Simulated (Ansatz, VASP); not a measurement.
**AlGaN2: VASP beside Ansatz**

```
Al Ga N
1.0
     3.23990    0.00000    0.00000
     0.00000    3.23990    0.00000
     0.00000    0.00000    4.17284
Al Ga N
1 1 2
Direct
  0.50000 0.50000 0.50000
  0.00000 0.00000 0.00000
  0.50000 0.00000 0.73855
  0.00000 0.50000 0.26145
```

Alike in both runs: task single point; functional LDA; k mesh 8 × 8 × 6; occupations gaussian, width 0.02 eV; no spin polarisation.

|  | VASP | Ansatz |
| --- | --- | --- |
| version | VASP 6.6.1 | Ansatz 0.2.0 |
| potentials or method | VASP PAW LDA potentials, release 64 (Al, Ga_d, N), cutoff 520 eV | scalar-relativistic, plane waves, PAW |
| valence electrons in the cell | 26 | 26 |

Ansatz gave:

```
gap on the k mesh at the Fermi level (eV)                     : 2.81
least direct gap on the mesh (eV)                             : 2.81
pressure (GPa)                                                : -6.4
traceless stress, the component that is largest in VASP (GPa) : 6.38
rms of the force components (eV/Å)                            : 0.000
```

Question: Estimate VASP's values.

Answer: gap on the k mesh at the Fermi level (eV): 2.83; least direct gap on the mesh (eV): 2.83; pressure (GPa): -5.6; traceless stress, the component that is largest in VASP (GPa): 6.32; rms of the force components (eV/Å): 0.011.

LDA's correlation is that of Perdew and Zunger in VASP and of Perdew and Wang (1992) in Ansatz. Atom by atom the forces differ by 0.011 eV/Å (rms over components).
